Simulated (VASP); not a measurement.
Wanted: the native input for a VASP 6.6.1 run.

* Task: single point
* Functional: PBE
* Potentials or basis: VASP PAW PBE potentials, release 64 (Cu)
* Cutoff: 520 eV
* k mesh: 20 × 20 × 14
* Occupations: gaussian, width 0.1 eV
* Spin: no spin polarisation
* Dipole correction: no
* Further INCAR settings: ALGO = Fast; EDIFF = 1e-07; NBANDS = 18

The structure of Cu lies in POSCAR:

```
Cu
1.0
    1.8239759123      1.8239759123      0.0000000000
   -1.8239759123      1.8239759123      0.0000000000
    0.0000000000      0.0000000000      3.5572067544
Cu
2
Direct
    0.0000000000      0.0000000000      0.0000000000
    0.5000000000      0.5000000000      0.5000000000
```

This cell differs from its parent crystal: uniaxial strain along c: -2.0 %.

These files were run (other wordings do the same):

INCAR

```
PREC = Accurate
ENCUT = 520
EDIFF = 1E-7
ISMEAR = 0
SIGMA = 0.1
LREAL = False
LASPH = True
NELM = 100
ALGO = Fast
ISIF = 2
LWAVE = False
LCHARG = False
GGA = PE
NBANDS = 18
```

KPOINTS

```
Automatic mesh
0
Gamma
  20 20 14
```

Potentials or basis: VASP PAW PBE potentials, release 64 (Cu).

The run is started by

```bash
$ cat potpaw_PBE.64/Cu/POTCAR > POTCAR
$ mpirun -np 1 vasp_std > vasp.out
```

It gave:

The pressure is 2.7 GPa and the band gap on the k mesh is zero (band 11 reaches 13.74 eV, above the bottom of band 12 at 5.60 eV).

Caveat: the cell differs from its parent crystal (uniaxial strain along c: -2.0 %).

It took 2.7 min on 1 thread of Intel Xeon 6975P-C, with other jobs on the host, peak memory 0.28 GiB.
